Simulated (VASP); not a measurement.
# Hf (Fm-3m) in VASP: further runs

Runs on Hf. Level: r2SCAN. Tasks: single point.

Everything below comes from runs of VASP 6.6.1. Logs are shortened: lines on timing, memory, paths and dates and some standing lists are left out, and cuts for length are marked.

**1. The cell of the first run**

The structure is cubic, space group Fm-3m (No. 225). Conventional cell: a = 4.479 Å, b = 4.479 Å, c = 4.479 Å, α = 90.00°, β = 90.00°, γ = 90.00°. Hf (site symmetry m-3m) has 12 Hf at 3.17 Å within 4.2 Å.

**2. Single point, r2SCAN**

POSCAR

```
Hf
1.0
    0.0000000000      2.2394800180      2.2394800180
    2.2394800180      0.0000000000      2.2394800180
    2.2394800180      2.2394800180      0.0000000000
Hf
1
Direct
    0.0000000000      0.0000000000      0.0000000000
```

INCAR.step1

```
ALGO = Normal
EDIFF = 1E-4
ENCUT = 520
GGA = PE
ISMEAR = -1
LASPH = T
LCHARG = F
LREAL = F
LWAVE = T
NBANDS = 11
NELM = 60
PREC = Accurate
SIGMA = 0.1
```

INCAR.step2

```
ALGO = Normal
EDIFF = 1E-7
ENCUT = 520
ISIF = 2
ISMEAR = -1
ISTART = 1
LASPH = T
LCHARG = F
LMIXTAU = T
LREAL = F
LWAVE = F
METAGGA = R2SCAN
NBANDS = 11
NELM = 60
PREC = Accurate
SIGMA = 0.1
```

KPOINTS

```
k-points
0
Gamma
  12 12 12
```

Potentials or basis: VASP PAW PBE potentials, release 64 (Hf_pv).

Launch:

```sh
> cat potpaw_PBE.64/Hf_pv/POTCAR > POTCAR
> cp INCAR.step1 INCAR
> mpirun -np 1 vasp_std > vasp.out
> cp INCAR.step2 INCAR
> mpirun -np 1 vasp_std > vasp.out
```

OUTCAR:

```text
EDIFF = 1E-7
   ENCUT = 520
   ISIF = 2
   ISMEAR = -1
   ISTART = 1
   LASPH = T
   LREAL = F
   METAGGA = R2SCAN
   NELM = 60
   PREC = Accurate

 ion  position               nearest neighbor table
   1  0.000  0.000  0.000-

  LATTYP: Found a face centered cubic cell.
 ALAT       =     4.4789600360

  Lattice vectors:

 A1 = (   0.0000000000,   2.2394800180,   2.2394800180)
 A2 = (   2.2394800180,   0.0000000000,   2.2394800180)
 A3 = (   2.2394800180,   2.2394800180,   0.0000000000)

Analysis of symmetry for initial positions (statically):
=====================================================================
 Subroutine PRICEL returns:
 Original cell was already a primitive cell.

 Routine SETGRP: Setting up the symmetry group for a
 face centered cubic supercell.

 Subroutine GETGRP returns: Found 48 space group operations
 (whereof 48 operations were pure point group operations)
 out of a pool of 48 trial point group operations.

The static configuration has the point symmetry O_h .

Analysis of symmetry for dynamics (positions and initial velocities):
=====================================================================
 Subroutine PRICEL returns:
 Original cell was already a primitive cell.

 Routine SETGRP: Setting up the symmetry group for a
 face centered cubic supercell.

 Subroutine GETGRP returns: Found 48 space group operations
 (whereof 48 operations were pure point group operations)
 out of a pool of 48 trial point group operations.

The dynamic configuration has the point symmetry O_h .

 Subroutine INISYM returns: Found 48 space group operations
 (whereof 48 operations are pure point group operations),
 and found     1 'primitive' translations

----------------------------------------------------------------------------------------

                                     Primitive cell

  volume of cell :      22.4632

  direct lattice vectors                    reciprocal lattice vectors
     0.000000000  2.239480018  2.239480018    -0.223266114  0.223266114  0.223266114
     2.239480018  0.000000000  2.239480018     0.223266114 -0.223266114  0.223266114
     2.239480018  2.239480018  0.000000000     0.223266114  0.223266114 -0.223266114

  length of vectors
     3.167103014  3.167103014  3.167103014     0.386708252  0.386708252  0.386708252

  position of ions in fractional coordinates (direct lattice)
[... 75 lines left out ...]
   ENCUT  =  520.0 eV  38.22 Ry    6.18 a.u.   5.89  5.89  5.89*2*pi/ulx,y,z
   NELM   =     60;   NELMIN=  2; NELMDL=  0     # of ELM steps
   EDIFF  = 0.1E-06   stopping-criterion for ELM
   LREAL  =      F    real-space projection
   EDIFFG = 0.1E-05   stopping-criterion for IOM
   NSW    =      0    number of steps for IOM
   IBRION =     -1    ionic relax: 0-MD 1-quasi-New 2-CG
   NFREE  =      0    steps in history (QN), initial steepest desc. (CG)
   ISIF   =      2    stress and relaxation
   ISYM   =      2    0-nonsym 1-usesym 2-fastsym
   POTIM  = 0.5000    time-step for ionic-motion
   TEBEG  =    0.0;   TEEND  =   0.0 temperature during run
   PSTRESS=    0.0 pullay stress
   NELECT =      10.0000    total number of electrons
   NUPDOWN=      -1.0000    fix difference up-down
   EMIN   =  10.00;   EMAX   =-10.00  energy-range for DOS
   EFERMI =   0.00;   METHOD = LEGACY
   ISMEAR =    -1;   SIGMA  =   0.10  broadening in eV -4-tet -1-fermi 0-gaus
   EFERMI_NEDOS =   21; number of points for ismear=-14 and -15
   IALGO  =     38    algorithm
   IMIX   =      4    mixing-type and parameters
     AMIX     =   0.40;   BMIX     =  1.00
     AMIX_MAG =   1.60;   BMIX_MAG =  1.00
  volume/ion in A,a.u.               =      22.46       151.59
  Fermi-wavevector in a.u.,A,eV,Ry     =   1.250022  2.362199 21.259850  1.562555
  Thomas-Fermi vector in A             =   2.384035
   LORBIT       =      0    0 simple, 1 ext, 2 COOP (PROOUT), +10 PAW based schemes
   METAGGA = R2SCAN    functional components
   LHFCALC =     F    Hartree Fock is set to
   AEXX    =    0.0000 exact exchange contribution
   IVDW    =     0    specifies the selected vdW correction
   LEPSILON=     F    determine dielectric tensor
   LRPA    =     F    only Hartree local field effects (RPA)
 non-spin polarized calculation
  energy-cutoff  :      520.00
  volume of cell :       22.46
 maximum number of plane-waves:       620
   NGX = 11   NGY = 11   NGZ = 11

 number of electron       9.9999999 magnetization

 Free energy of the ion-electron system (eV)
  ---------------------------------------------------
  ext. energy  EPLUGINS =         0.00000000
  ---------------------------------------------------
  free energy    TOTEN  =       -45.08655796 eV

  energy without entropy =      -45.04114975  energy(sigma->0) =      -45.06385385

 E-fermi :   4.5914     XC(G=0): -12.1517

 val. band max:        4.5830798984   @ k =  -0.3333   0.4167   0.1667
 cond. band min:       4.6081246922   @ k =  -0.4167   0.0833   0.0000
 fundamental gap:      0.0250447937
 Fermi energy:         4.5913700005

 k-point     1 :       0.0000    0.0000    0.0000
  band No.  band energies     occupation
      1     -26.5499      2.00000
      2     -26.5499      2.00000
      3     -26.5499      2.00000
      4      -2.9621      2.00000
      5       6.1820      0.00000
      6       6.1820      0.00000
      7       6.1820      0.00000
      8       9.1622      0.00000
      9       9.1622      0.00000
     10      16.4069      0.00000
     11      16.5548      0.00000
[... 309 lines left out ...]
 k-point    24 :      -0.4167    0.1667    0.0000
  band No.  band energies     occupation
      1     -27.3020      2.00000
      2     -26.8116      2.00000
      3     -26.6891      2.00000
      4       1.7019      2.00000
      5       4.0912      1.98664
      6       5.3081      0.00154
      7       6.7340      0.00000
      8      10.6535      0.00000
      9      12.0561      0.00000
     10      14.0967      0.00000
     11      16.5555      0.00000

 [... further k-points ...]
[... 5 lines left out ...]
  --------------------------------------------------------------------------------------
  -------------------------------------------------------------------------------------
  Total       -0.0715308     -0.0715308     -0.0715308     -0.0000000      0.0000000     -0.0000000
  in kB       -5.1019042     -5.1019042     -5.1019042     -0.0000000      0.0000000     -0.0000000
  external PRESSURE =      -5.1019042 kB  Pullay stress =       0.0000000 kB

 VOLUME and BASIS-vectors are now :
 -----------------------------------------------------------------------------
  energy-cutoff  :      520.00
  volume of cell :       22.46
      direct lattice vectors                 reciprocal lattice vectors
     0.000000000  2.239480018  2.239480018    -0.223266114  0.223266114  0.223266114
     2.239480018  0.000000000  2.239480018     0.223266114 -0.223266114  0.223266114
     2.239480018  2.239480018  0.000000000     0.223266114  0.223266114 -0.223266114

 POSITION                                       TOTAL-FORCE (eV/Angst)
 -----------------------------------------------------------------------------------
      0.00000      0.00000      0.00000         0.000000      0.000000     -0.000000
 -----------------------------------------------------------------------------------
    total drift:                                0.000000      0.000000      0.000000

  FREE ENERGIE OF THE ION-ELECTRON SYSTEM (eV)
  ---------------------------------------------------
  free  energy   TOTEN  =       -45.0865579605 eV

  energy  without entropy=      -45.0411497483  energy(sigma->0) =      -45.06385385
```

OUTCAR.step1:

```text
EDIFF = 1E-4
   ENCUT = 520
   GGA = PE
   ISMEAR = -1
   LASPH = T
   LREAL = F
[... 551 lines left out ...]

 POSITION                                       TOTAL-FORCE (eV/Angst)
 -----------------------------------------------------------------------------------
      0.00000      0.00000      0.00000         0.000000      0.000000      0.000000
 -----------------------------------------------------------------------------------
    total drift:                               -0.000000      0.000000     -0.000000

  FREE ENERGIE OF THE ION-ELECTRON SYSTEM (eV)
  ---------------------------------------------------
  free  energy   TOTEN  =        -9.8769343171 eV

  energy  without entropy=       -9.8277852201  energy(sigma->0) =       -9.85235977
```

OSZICAR.step1:

```text
N       E                     dE             d eps       ncg     rms          rms(c)
DAV:   1     0.122575117086E+02    0.12258E+02   -0.58398E+03  1592   0.850E+02
DAV:   2    -0.979541535592E+01   -0.22053E+02   -0.21413E+02  2044   0.151E+02
DAV:   3    -0.102141115523E+02   -0.41870E+00   -0.41576E+00  1964   0.147E+01
DAV:   4    -0.102157417646E+02   -0.16302E-02   -0.16300E-02  1828   0.110E+00
DAV:   5    -0.102157507390E+02   -0.89744E-05   -0.89747E-05  1990   0.720E-02    0.457E+01
DAV:   6    -0.996440181274E+01    0.25135E+00   -0.21241E-01  1758   0.346E+00    0.271E+01
DAV:   7    -0.988120303591E+01    0.83199E-01   -0.32617E-01  1833   0.416E+00    0.129E+00
DAV:   8    -0.987688885631E+01    0.43142E-02   -0.24225E-02  1746   0.110E+00    0.872E-02
DAV:   9    -0.987693431705E+01   -0.45461E-04   -0.44653E-04  1844   0.164E-01
   1 F= -.98769343E+01 E0= -.98523598E+01  d E =-.491491E-01
```

It took 24 s on 1 thread of Intel Xeon 6975P-C (Granite Rapids), shared host; peak memory 0.15 GiB.

Results:

- Free energy: -45.0866 eV
- Pressure: -0.5 GPa
- Band gap on the k mesh: zero (band 5 reaches 6.18 eV, above the bottom of band 6 at 4.15 eV)

Caveat: the PAW data sets were made with another functional, which shifts forces and pressure a little; spin-orbit coupling is left out, which moves the levels of the heavy elements.

**3. Single point, r2SCAN (volume scaled by 0.88)**

POSCAR

```
Hf
1.0
    0.0000000000      2.1460578055      2.1460578055
    2.1460578055      0.0000000000      2.1460578055
    2.1460578055      2.1460578055      0.0000000000
Hf
1
Direct
    0.0000000000      0.0000000000      0.0000000000
```

INCAR.step1

```
PREC = Accurate
ENCUT = 520
ISMEAR = -1
SIGMA = 0.1
LREAL = False
LASPH = True
NELM = 60
NBANDS = 11
GGA = PE
ALGO = Normal
EDIFF = 1E-4
LWAVE = True
LCHARG = False
```

INCAR.step2

```
PREC = Accurate
ENCUT = 520
EDIFF = 1E-7
ISMEAR = -1
SIGMA = 0.1
LREAL = False
LASPH = True
NELM = 60
ALGO = Normal
ISIF = 2
LWAVE = False
LCHARG = True
METAGGA = R2SCAN
LMIXTAU = True
LELF = True
LVHAR = True
NBANDS = 11
ISTART = 1
```

KPOINTS

```
regular mesh
0
Gamma
  14 14 14
```

Potentials or basis: VASP PAW PBE potentials, release 64 (Hf_pv).

Launch:

```sh
> cat potpaw_PBE.64/Hf_pv/POTCAR > POTCAR
> cp INCAR.step1 INCAR
> mpirun -np 1 vasp_std > vasp.out
> cp INCAR.step2 INCAR
> mpirun -np 1 vasp_std > vasp.out
```

Run time: 31 s. Hardware: 1 thread of Intel Xeon 6975P-C (Granite Rapids), shared host; peak memory 0.16 GiB.

Results (log left out):

```yaml
Free_energy: -44.9710 eV
Pressure: 15.6 GPa
Band_gap_on_the_k_mesh: zero (band 5 reaches 7.15 eV, above the bottom of band 6 at 4.71 eV)
```

Levels at points of the mesh, in eV from the Fermi level:
| k point | band 2 | band 3 | band 4 | band 5 | band 6 | band 7 | band 8 | band 9 |
| --- | --- | --- | --- | --- | --- | --- | --- | --- |
| (0.00, 0.00, 0.00) | -30.64 | -30.64 | -7.96 | 1.65 | 1.65 | 1.65 | 5.11 | 5.11 |
| (0.50, 0.00, 0.00) | -30.80 | -30.80 | -4.12 | 0.87 | 1.39 | 1.39 | 7.58 | 7.58 |
| (0.50, 0.50, 0.00) | -31.08 | -31.08 | -3.91 | -2.68 | 3.23 | 7.67 | 8.30 | 8.30 |

Caveat: the PAW data sets were made with another functional, which shifts forces and pressure a little; spin-orbit coupling is left out, which moves the levels of the heavy elements.

**4. Single point, r2SCAN (volume scaled by 0.92)**

POSCAR

```
Hf
1.0
    0.0000000000      2.1780932420      2.1780932420
    2.1780932420      0.0000000000      2.1780932420
    2.1780932420      2.1780932420      0.0000000000
Hf
1
Direct
    0.0000000000      0.0000000000      0.0000000000
```

INCAR.step1

```
  PREC = Accurate
  ENCUT = 520
  ISMEAR = -1
  SIGMA = 0.1
  LREAL = F
  LASPH = T
  NELM = 60
  NBANDS = 11
  GGA = PE
  ALGO = Normal
  EDIFF = 1E-4
  LWAVE = T
  LCHARG = F
```

INCAR.step2

```
  PREC = Accurate
  ENCUT = 520
  EDIFF = 1E-6
  ISMEAR = -1
  SIGMA = 0.1
  LREAL = F
  LASPH = T
  NELM = 60
  ALGO = Normal
  ISIF = 2
  LWAVE = F
  LCHARG = F
  METAGGA = R2SCAN
  LMIXTAU = T
  NBANDS = 11
  ISTART = 1
```

KPOINTS

```
Automatic mesh
0
Gamma
  14 14 14
```

Launch:

```sh
> cat potpaw_PBE.64/Hf_pv/POTCAR > POTCAR
> cp INCAR.step1 INCAR
> mpirun -np 1 vasp_std > vasp.out
> cp INCAR.step2 INCAR
> mpirun -np 1 vasp_std > vasp.out
```

Wall time 24 s (1 thread of Intel Xeon 6975P-C (Granite Rapids), shared host); peak memory 0.16 GiB.

It converged, with:

* Free energy: -45.0407 eV
* Pressure: 9.3 GPa
* Band gap on the k mesh: zero (band 5 reaches 6.81 eV, above the bottom of band 6 at 4.44 eV)

Levels at points of the mesh, in eV from the Fermi level:
| k point | band 2 | band 3 | band 4 | band 5 | band 6 | band 7 | band 8 | band 9 |
| --- | --- | --- | --- | --- | --- | --- | --- | --- |
| (0.00, 0.00, 0.00) | -30.81 | -30.81 | -7.82 | 1.64 | 1.64 | 1.64 | 4.93 | 4.93 |
| (0.50, 0.00, 0.00) | -30.95 | -30.95 | -3.98 | 0.67 | 1.40 | 1.40 | 7.25 | 7.25 |
| (0.50, 0.50, 0.00) | -31.19 | -31.19 | -3.69 | -2.48 | 2.92 | 7.33 | 7.92 | 7.92 |

Caveat: the PAW data sets were made with another functional, which shifts forces and pressure a little; spin-orbit coupling is left out, which moves the levels of the heavy elements.

**5. Single point, r2SCAN (volume scaled by 0.96)**

POSCAR

```
Hf
1.0
    0.0000000000      2.2092130642      2.2092130642
    2.2092130642      0.0000000000      2.2092130642
    2.2092130642      2.2092130642      0.0000000000
Hf
1
Direct
    0.0000000000      0.0000000000      0.0000000000
```

INCAR.step1

```
SYSTEM = Hf
PREC = Accurate
ENCUT = 520
ISMEAR = -1
SIGMA = 0.1
LREAL = .FALSE.
LASPH = .TRUE.
NELM = 80
NBANDS = 11
GGA = PE
ALGO = Normal
EDIFF = 1E-4
LWAVE = .TRUE.
LCHARG = .FALSE.
```

INCAR.step2

```
SYSTEM = Hf
PREC = Accurate
ENCUT = 520
EDIFF = 1E-6
ISMEAR = -1
SIGMA = 0.1
LREAL = .FALSE.
LASPH = .TRUE.
NELM = 80
ALGO = Normal
ISIF = 2
LWAVE = .FALSE.
LCHARG = .FALSE.
METAGGA = R2SCAN
LMIXTAU = .TRUE.
NBANDS = 11
ISTART = 1
```

KPOINTS

```
Automatic mesh
0
G
  14 14 14
  0 0 0
```

Launch:

```sh
> cat potpaw_PBE.64/Hf_pv/POTCAR > POTCAR
> cp INCAR.step1 INCAR
> mpirun -np 1 vasp_std > vasp.out
> cp INCAR.step2 INCAR
> mpirun -np 1 vasp_std > vasp.out
```

Wall time 24 s (1 thread of Intel Xeon 6975P-C (Granite Rapids), shared host); peak memory 0.16 GiB.

The run converged. Its results:

```
Free energy            : -45.0778 eV
Pressure               : 4.0 GPa
Band gap on the k mesh : zero (band 5 reaches 6.49 eV, above the bottom of band 6 at 4.20 eV)
```

Levels at points of the mesh, in eV from the Fermi level:
| k point | band 3 | band 4 | band 5 | band 6 | band 7 | band 8 |
| --- | --- | --- | --- | --- | --- | --- |
| (0.00, 0.00, 0.00) | -30.97 | -7.68 | 1.62 | 1.62 | 1.62 | 4.75 |
| (0.50, 0.00, 0.00) | -31.10 | -3.84 | 0.50 | 1.41 | 1.41 | 6.94 |
| (0.50, 0.50, 0.00) | -31.31 | -3.49 | -2.31 | 2.65 | 7.02 | 7.56 |

Caveat: the PAW data sets were made with another functional, which shifts forces and pressure a little; spin-orbit coupling is left out, which moves the levels of the heavy elements.

**6. Overview**

```csv
cell,k mesh,gap on the mesh (eV),pressure (GPa)
"a = 3.167 Å, angles 60.0°, 1 atom",12 × 12 × 12,none,-0.5
"a = 3.035 Å, angles 60.0°, 1 atom",14 × 14 × 14,none,15.6
"a = 3.080 Å, angles 60.0°, 1 atom",14 × 14 × 14,none,9.3
"a = 3.124 Å, angles 60.0°, 1 atom",14 × 14 × 14,none,4.0
```

Alike in all rows: task single point; level r2SCAN; potentials or basis VASP PAW PBE potentials, release 64 (Hf_pv); no spin polarisation; cutoff (eV) 520; smearing fermi-dirac 0.1 eV.

Caveats: the PAW data sets were made with another functional, which shifts forces and pressure a little; spin-orbit coupling is left out, which moves the levels of the heavy elements.

Total energies depend on the potentials used, so only differences within one code and one set of settings carry meaning.
